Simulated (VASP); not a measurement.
## P: relaxation of shape and atoms at fixed volume with PBE+D3(BJ)

The system is P.

```xyz
2
Lattice="1.6900 0.9757 2.8643 -1.6900 0.9757 2.8643 0.0000 -1.9515 2.8643" Properties=species:S:1:pos:R:3 pbc="T T T"
P     0.0000    0.0000    2.0141
P     0.0000    0.0000    6.5789
```

```
Program                : VASP 6.6.1
Task                   : relaxation of shape and atoms at fixed volume
Functional             : PBE
Dispersion             : D3(BJ)
Potentials or basis    : VASP PAW PBE potentials, release 64 (P)
Cutoff                 : 600 eV
k mesh                 : 16 × 16 × 16
Occupations            : gaussian, width 0.05 eV
Spin                   : no spin polarisation
Dipole correction      : no
Further INCAR settings : ALGO = Normal; EDIFF = 1e-07; IBRION = 2; EDIFFG = -0.01; NSW = 60; ISIF = 4
```

| Property | Result |
| --- | --- |
| Energy gained by relaxing | 2.5 meV/atom |
| Ionic steps | 10 |
| Pressure after relaxing | 2.5 GPa |
| Band gap on the k mesh | zero (bands 5 and 6 overlap by 1.88 eV) |
| Dispersion energy per atom | -0.499 eV |

The path:
| step | energy change (eV) | largest force (eV/Å) | pressure (GPa) | volume (Å³) |
| --- | --- | --- | --- | --- |
| 1 | 0.0000 | 0.2104 | 4.48 | 28.34 |
| 2 | -0.0036 | 0.0986 | 3.63 | 28.34 |
| 3 | -0.0047 | 0.0080 | 3.03 | 28.34 |
| 4 | -0.0047 | 0.0136 | 2.97 | 28.34 |
| 5 | -0.0047 | 0.0174 | 2.92 | 28.34 |
| 6 | -0.0049 | 0.0056 | 2.85 | 28.34 |
| 7 | -0.0050 | 0.0134 | 2.83 | 28.34 |
| 8 | -0.0050 | 0.0140 | 2.83 | 28.34 |
| 9 | -0.0050 | 0.0113 | 2.74 | 28.34 |
| 10 | -0.0050 | 0.0008 | 2.50 | 28.34 |

Final structure:
```
CELL_PARAMETERS angstrom
1.69922 0.98104 2.83341
-1.69922 0.98104 2.83341
0.00000 -1.96209 2.83341
ATOMIC_POSITIONS crystal
P 0.23707 0.23707 0.23707
P 0.76293 0.76293 0.76293
```

Levels at points of the mesh, in eV from the Fermi level:
```tsv
k point	band 3	band 4	band 5	band 6	band 7	band 8
(0.00, 0.00, 0.00)	-2.66	-2.60	-1.69	2.84	3.67	3.67
(0.50, 0.00, 0.00)	-2.91	-2.46	-1.04	-0.48	0.86	1.27
(0.50, 0.50, 0.00)	-7.39	-5.77	-5.71	0.21	7.76	8.19
(0.50, 0.50, 0.50)	-2.42	-2.42	-0.91	-0.91	0.75	2.09
```

Wall time 5.2 min on 1 thread of Intel(R) Xeon(R) 6975P-C (Granite Rapids), with other jobs on the host, peak memory 0.26 GiB.
